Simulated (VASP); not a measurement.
# Tl (I4_1/amd) in VASP: further runs

Tl is run at these levels: PBEsol; tasks: single point.

Everything below comes from runs of VASP 6.6.1. Logs are shortened: lines on timing, memory, paths and dates and some standing lists are left out, and cuts for length are marked.

## (1) The cell of the first run

It takes space group I4_1/amd (No. 141, tetragonal). Conventional cell: a = 5.405 Å, b = 5.405 Å, c = 2.877 Å, α = 90.00°, β = 90.00°, γ = 90.00°. Within 3.7 Å of Tl (site symmetry -4m2) lie 10 Tl at 2.80 to 3.46 Å.

## (2) Single point, PBEsol

INCAR reads:

```
SYSTEM = Tl
PREC = Accurate
ENCUT = 520
EDIFF = 1E-6
ISMEAR = -1
SIGMA = 0.1
LREAL = .False.
LASPH = .True.
NELM = 100
ALGO = Normal
ISIF = 2
LWAVE = .False.
LCHARG = .True.
GGA = PS
LELF = .True.
LVHAR = .True.
NBANDS = 20
```

KPOINTS reads:

```
regular mesh
0
Gamma
  15 15 15
  0 0 0
```

POSCAR reads:

```
Tl
1.0
   -2.7027464372      2.7027464372      1.4384375349
    2.7027464372     -2.7027464372      1.4384375349
    2.7027464372      2.7027464372     -1.4384375349
Tl
2
Direct
   -0.3750000000     -0.1250000000     -0.2500000000
    0.3750000000      0.1250000000      0.2500000000
```

Potentials or basis: VASP PAW PBE potentials, release 64 (Tl_d).

Command:

```bash
$ cat potpaw_PBE.64/Tl_d/POTCAR > POTCAR
$ mpirun -np 1 vasp_std > vasp.out
```

OUTCAR:

```text
SYSTEM = Tl
   PREC = Accurate
   ENCUT = 520
   EDIFF = 1E-6
   ISMEAR = -1
   LREAL = .False.
   LASPH = .True.
   NELM = 100
   ISIF = 2
   GGA = PS

 ion  position               nearest neighbor table
   1  0.625  0.875  0.750-   2 2.80   2 2.80   2 2.80   2 2.80   2 3.46   2 3.46   2 3.46   2 3.46

   2  0.375  0.125  0.250-   1 2.80   1 2.80   1 2.80   1 2.80   1 3.46   1 3.46   1 3.46   1 3.46

  LATTYP: Found a body centered tetragonal cell.
 ALAT       =     5.4054928744
 C/A-ratio  =     0.5322132758

  Lattice vectors:

 A1 = (  -2.7027464372,   2.7027464372,   1.4384375349)
 A2 = (   2.7027464372,  -2.7027464372,   1.4384375349)
 A3 = (   2.7027464372,   2.7027464372,  -1.4384375349)

Analysis of symmetry for initial positions (statically):
=====================================================================
 Subroutine PRICEL returns:
 Original cell was already a primitive cell.

 Routine SETGRP: Setting up the symmetry group for a
 body centered tetragonal supercell.

 Subroutine GETGRP returns: Found 16 space group operations
 (whereof  4 operations were pure point group operations)
 out of a pool of 16 trial point group operations.

The static configuration has the point symmetry C_2h.
 The point group associated with its full space group is D_4h.

Analysis of symmetry for dynamics (positions and initial velocities):
=====================================================================
 Subroutine PRICEL returns:
 Original cell was already a primitive cell.

 Routine SETGRP: Setting up the symmetry group for a
 body centered tetragonal supercell.

 Subroutine GETGRP returns: Found 16 space group operations
 (whereof  4 operations were pure point group operations)
 out of a pool of 16 trial point group operations.

The dynamic configuration has the point symmetry C_2h.
 The point group associated with its full space group is D_4h.

 Subroutine INISYM returns: Found 16 space group operations
 (whereof  4 operations are pure point group operations),
 and found     1 'primitive' translations

----------------------------------------------------------------------------------------

                                     Primitive cell

  volume of cell :      42.0302

  direct lattice vectors                    reciprocal lattice vectors
    -2.702746437  2.702746437  1.438437535     0.000000000  0.184997006  0.347599383
     2.702746437 -2.702746437  1.438437535     0.184997006  0.000000000  0.347599383
     2.702746437  2.702746437 -1.438437535     0.184997006  0.184997006  0.000000000

  length of vectors
     4.083966105  4.083966105  4.083966105     0.393762903  0.393762903  0.261625275

  position of ions in fractional coordinates (direct lattice)
     0.625000000  0.875000000  0.750000000
     0.375000000  0.125000000  0.250000000

  ion indices of the primitive-cell ions
   primitive index   ion index
                 1           1
                 2           2

----------------------------------------------------------------------------------------

 KPOINTS: regular mesh

Automatic generation of k-mesh.
 Grid dimensions read from file:
 generate k-points for:   15   15   15

 Generating k-lattice:

  Cartesian coordinates                     Fractional coordinates (reciprocal lattice)
     0.000000000  0.012333134  0.023173292     0.066666667  0.000000000  0.000000000
     0.012333134  0.000000000  0.023173292     0.000000000  0.066666667  0.000000000
     0.012333134  0.012333134  0.000000000     0.000000000  0.000000000  0.066666667

  Length of vectors
     0.026250860  0.026250860  0.017441685

  Shift w.r.t. Gamma in fractional coordinates (k-lattice)
     0.000000000  0.000000000  0.000000000

 Subroutine IBZKPT returns following result:
 ===========================================

 Found    288 irreducible k-points:

 Following reciprocal coordinates:
            Coordinates               Weight
  0.000000  0.000000  0.000000      1.000000
  0.066667  0.000000 -0.000000      8.000000
  0.133333  0.000000  0.000000      8.000000
  0.200000  0.000000 -0.000000      8.000000
  0.266667  0.000000  0.000000      8.000000
  0.333333  0.000000 -0.000000      8.000000
[... 16 lines left out ...]
  0.133333  0.133333  0.000000      8.000000
  0.200000  0.133333 -0.000000     16.000000
 [... further k-points ...]
   k-points           NKPTS =    288   k-points in BZ     NKDIM =    288   number of bands    NBANDS=     20
   number of dos      NEDOS =    301   number of ions     NIONS =      2
   total plane-waves  NPLWV =  27000
   dimension x,y,z NGX =    30 NGY =   30 NGZ =   30
   dimension x,y,z NGXF=    60 NGYF=   60 NGZF=   60
   ions per type =               2
   NGX,Y,Z   is equivalent  to a cutoff of  12.21, 12.21, 12.21 a.u.
   NGXF,Y,Z  is equivalent  to a cutoff of  24.42, 24.42, 24.42 a.u.
 SYSTEM =  Tl
   PREC   = accura    normal or accurate (medium, high low for compatibility)
   ISTART =      0    job   : 0-new  1-cont  2-samecut
   ICHARG =      2    charge: 1-file 2-atom 10-const
   ISPIN  =      1    spin polarized calculation?
   LNONCOLLINEAR =      F non collinear calculations
   LSORBIT =      F    spin-orbit coupling
   LASPH  =      T    aspherical Exc in radial PAW
   ENCUT  =  520.0 eV  38.22 Ry    6.18 a.u.   7.59  7.59  7.59*2*pi/ulx,y,z
   NELM   =    100;   NELMIN=  2; NELMDL= -5     # of ELM steps
   EDIFF  = 0.1E-05   stopping-criterion for ELM
   LREAL  =      F    real-space projection
   EDIFFG = 0.1E-04   stopping-criterion for IOM
   NSW    =      0    number of steps for IOM
   IBRION =     -1    ionic relax: 0-MD 1-quasi-New 2-CG
   NFREE  =      0    steps in history (QN), initial steepest desc. (CG)
   ISIF   =      2    stress and relaxation
   ISYM   =      2    0-nonsym 1-usesym 2-fastsym
   POTIM  = 0.5000    time-step for ionic-motion
   TEBEG  =    0.0;   TEEND  =   0.0 temperature during run
   PSTRESS=    0.0 pullay stress
   NELECT =      26.0000    total number of electrons
   NUPDOWN=      -1.0000    fix difference up-down
   EMIN   =  10.00;   EMAX   =-10.00  energy-range for DOS
   EFERMI =   0.00;   METHOD = LEGACY
   ISMEAR =    -1;   SIGMA  =   0.10  broadening in eV -4-tet -1-fermi 0-gaus
   EFERMI_NEDOS =   21; number of points for ismear=-14 and -15
   IALGO  =     38    algorithm
   IMIX   =      4    mixing-type and parameters
     AMIX     =   0.40;   BMIX     =  1.00
     AMIX_MAG =   1.60;   BMIX_MAG =  1.00
  volume/ion in A,a.u.               =      21.02       141.82
  Fermi-wavevector in a.u.,A,eV,Ry     =   1.394908  2.635993 26.473767  1.945767
  Thomas-Fermi vector in A             =   2.518411
   LORBIT       =      0    0 simple, 1 ext, 2 COOP (PROOUT), +10 PAW based schemes
   GGA     = PS    functional components
   LHFCALC =     F    Hartree Fock is set to
   AEXX    =    0.0000 exact exchange contribution
   IVDW    =     0    specifies the selected vdW correction
   LEPSILON=     F    determine dielectric tensor
   LRPA    =     F    only Hartree local field effects (RPA)
 non-spin polarized calculation
  energy-cutoff  :      520.00
  volume of cell :       42.03
 maximum number of plane-waves:      1154
   NGX = 15   NGY = 15   NGZ = 15

 number of electron      26.0000000 magnetization

 Free energy of the ion-electron system (eV)
  ---------------------------------------------------
  ext. energy  EPLUGINS =         0.00000000
  ---------------------------------------------------
  free energy    TOTEN  =        -3.86617738 eV

  energy without entropy =       -3.84069277  energy(sigma->0) =       -3.85343508

 E-fermi :  10.3511     XC(G=0): -11.9516

 val. band max:       10.3251517683   @ k =  -0.3333  -0.4000   0.0667
 cond. band min:      10.3810256784   @ k =  -0.2000  -0.2000   0.0667
 fundamental gap:      0.0558739101
 Fermi energy:        10.3511276367

 k-point     1 :       0.0000    0.0000    0.0000
  band No.  band energies     occupation
      1      -3.2003      2.00000
      2      -2.9523      2.00000
      3      -2.8243      2.00000
      4      -2.7842      2.00000
      5      -2.5103      2.00000
      6      -1.4288      2.00000
[... 12 lines left out ...]
     19      22.9479      0.00000
     20      24.7065      0.00000

 k-point     2 :       0.0667    0.0000   -0.0000
  band No.  band energies     occupation
      1      -3.1882      2.00000
      2      -2.9237      2.00000
      3      -2.7405      2.00000
      4      -2.7258      2.00000
      5      -2.3965      2.00000
      6      -1.5257      2.00000
[... 12 lines left out ...]
     19      21.8136      0.00000
     20      22.9843      0.00000

 k-point     3 :       0.1333    0.0000    0.0000
  band No.  band energies     occupation
      1      -3.1457      2.00000
      2      -2.8424      2.00000
      3      -2.6146      2.00000
      4      -2.5149      2.00000
      5      -2.0282      2.00000
      6      -1.7028      2.00000
[... 12 lines left out ...]
     19      20.1854      0.00000
     20      21.5670      0.00000

 k-point     4 :       0.2000    0.0000   -0.0000
  band No.  band energies     occupation
      1      -3.0757      2.00000
      2      -2.7242      2.00000
      3      -2.5290      2.00000
      4      -2.2219      2.00000
      5      -1.9113      2.00000
      6      -1.7507      2.00000
[... 12 lines left out ...]
     19      19.4517      0.00000
     20      21.4400      0.00000

 k-point     5 :       0.2667    0.0000    0.0000
  band No.  band energies     occupation
      1      -2.9983      2.00000
      2      -2.6081      2.00000
      3      -2.5298      2.00000
      4      -2.0920      2.00000
      5      -2.0734      2.00000
      6      -1.7065      2.00000
[... 12 lines left out ...]
     19      18.2897      0.00000
     20      20.8753      0.00000

 k-point     6 :       0.3333    0.0000   -0.0000
  band No.  band energies     occupation
      1      -2.9406      2.00000
      2      -2.5849      2.00000
      3      -2.5662      2.00000
      4      -2.2346      2.00000
      5      -2.1422      2.00000
      6      -1.7395      2.00000
[... 12 lines left out ...]
     19      19.1217      0.00000
     20      20.5243      0.00000

 k-point     7 :       0.4000    0.0000    0.0000
  band No.  band energies     occupation
      1      -2.9111      2.00000
      2      -2.6600      2.00000
      3      -2.5696      2.00000
      4      -2.4407      2.00000
      5      -2.0582      2.00000
      6      -1.8300      2.00000
[... 12 lines left out ...]
     19      20.2765      0.00000
     20      20.3855      0.00000
[... 277 lines left out ...]
 k-point    20 :      -0.2000    0.0667   -0.0000
  band No.  band energies     occupation
      1      -3.1024      2.00000
      2      -2.7829      2.00000
      3      -2.6251      2.00000
      4      -2.5382      2.00000
      5      -1.9448      2.00000
      6      -1.6753      2.00000
[... 12 lines left out ...]
     19      20.1786      0.00000
     20      21.8696      0.00000

 k-point    21 :      -0.1333    0.0667    0.0000
  band No.  band energies     occupation
      1      -3.1554      2.00000
      2      -2.8805      2.00000
      3      -2.7534      2.00000
      4      -2.7368      2.00000
      5      -2.2951      2.00000
      6      -1.5165      2.00000
[... 12 lines left out ...]
     19      21.4791      0.00000
     20      23.3551      0.00000

 k-point    22 :      -0.0667    0.0667   -0.0000
  band No.  band energies     occupation
      1      -3.1828      2.00000
      2      -2.9301      2.00000
      3      -2.8298      2.00000
      4      -2.7909      2.00000
      5      -2.4560      2.00000
      6      -1.4382      2.00000
[... 12 lines left out ...]
     19      22.5781      0.00000
     20      24.5994      0.00000

 k-point    23 :       0.1333    0.1333    0.0000
  band No.  band energies     occupation
      1      -3.0400      2.00000
      2      -2.6436      2.00000
      3      -2.5072      2.00000
      4      -2.1103      2.00000
      5      -1.9258      2.00000
      6      -1.8261      2.00000
[... 12 lines left out ...]
     19      18.3786      0.00000
     20      20.9972      0.00000

 k-point    24 :       0.2000    0.1333   -0.0000
  band No.  band energies     occupation
      1      -2.9990      2.00000
      2      -2.6124      2.00000
      3      -2.5314      2.00000
      4      -2.1580      2.00000
      5      -1.9726      2.00000
      6      -1.8515      2.00000
[... 12 lines left out ...]
     19      18.5505      0.00000
     20      21.0418      0.00000

 [... further k-points ...]
[... 5 lines left out ...]
  --------------------------------------------------------------------------------------
  -------------------------------------------------------------------------------------
  Total        8.1219717      8.1219717      8.1190203      0.0000000     -0.0000000     -0.0000000
  in kB      309.6067705    309.6067705    309.4942646      0.0000000     -0.0000000     -0.0000000
  external PRESSURE =     309.5692686 kB  Pullay stress =       0.0000000 kB

 VOLUME and BASIS-vectors are now :
 -----------------------------------------------------------------------------
  energy-cutoff  :      520.00
  volume of cell :       42.03
      direct lattice vectors                 reciprocal lattice vectors
    -2.702746437  2.702746437  1.438437535     0.000000000  0.184997006  0.347599383
     2.702746437 -2.702746437  1.438437535     0.184997006  0.000000000  0.347599383
     2.702746437  2.702746437 -1.438437535     0.184997006  0.184997006  0.000000000

 POSITION                                       TOTAL-FORCE (eV/Angst)
 -----------------------------------------------------------------------------------
      2.70275      1.35137      1.07883         0.000000      0.000000      0.000000
      0.00000      1.35137      0.35961        -0.000000     -0.000000     -0.000000
 -----------------------------------------------------------------------------------
    total drift:                                0.000000     -0.000000      0.000000

  FREE ENERGIE OF THE ION-ELECTRON SYSTEM (eV)
  ---------------------------------------------------
  free  energy   TOTEN  =        -3.8661773808 eV

  energy  without entropy=       -3.8406927715  energy(sigma->0) =       -3.85343508
```

Run time: 93 s. Hardware: 1 thread of Intel Xeon 6975P-C (Granite Rapids), shared host; peak memory 0.31 GiB.

What came out:

| Property | Result |
| --- | --- |
| Free energy | -3.8662 eV |
| Pressure | 31.0 GPa |
| Band gap on the k mesh | zero (bands 13 and 14 overlap by 8.16 eV) |

Levels at points of the mesh, in eV from the Fermi level:
```csv
k point,band 10,band 11,band 12,band 13,band 14,band 15,band 16,band 17
"(0.00, 0.00, 0.00)",-11.28,-10.77,-1.14,-0.95,-0.95,5.77,9.41,9.41
```

Caveat: the cell stands under pressure; the PAW data sets were made with another functional, which shifts forces and pressure a little; spin-orbit coupling is left out, which moves the levels of the heavy elements.

(Continued in part 2 of 2.)

The gap in the log of VASP goes by the Fermi energy; the results here count the filled bands.